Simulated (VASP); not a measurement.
A run of VASP 6.6.1 is set up as follows.

Contents of INCAR:

```
SYSTEM = Pr
PREC = Accurate ; ENCUT = 520
EDIFF = 1E-7 ; ISMEAR = -1
SIGMA = 0.13605693000000002 ; LREAL = .FALSE.
LASPH = .TRUE. ; NELM = 80
ALGO = Normal ; ISIF = 2
LWAVE = .FALSE. ; LCHARG = .TRUE.
GGA = PS ; LELF = .TRUE.
LVHAR = .TRUE. ; NBANDS = 12
```

The input KPOINTS:

```
regular mesh
0
G
  13 13 13
  0 0 0
```

File POSCAR:

```
Pr
1.0
   -1.7471791289      1.7471791289      1.7471791289
    1.7471791289     -1.7471791289      1.7471791289
    1.7471791289      1.7471791289     -1.7471791289
Pr
1
Direct
    0.0000000000      0.0000000000      0.0000000000
```

Potentials or basis: VASP PAW PBE potentials, release 64 (Pr).

The run is started by

```console
$ cat potpaw_PBE.64/Pr/POTCAR > POTCAR
$ mpirun -np 1 vasp_std > vasp.out
```

Task: What does it give for the band gap on the k mesh?

Result: Zero (an odd number of electrons rules out a gap without spin polarisation).

Task: What does it give for the pressure?

Result: -0.4 GPa.

Caveat: the PAW data sets were made with another functional, which shifts forces and pressure a little; spin-orbit coupling is left out, which moves the levels of the heavy elements; semilocal functionals describe open f shells poorly, which spoils levels, moments and volumes. Spin polarisation is off, so any magnetic state and its effect on volume and gap are missing.
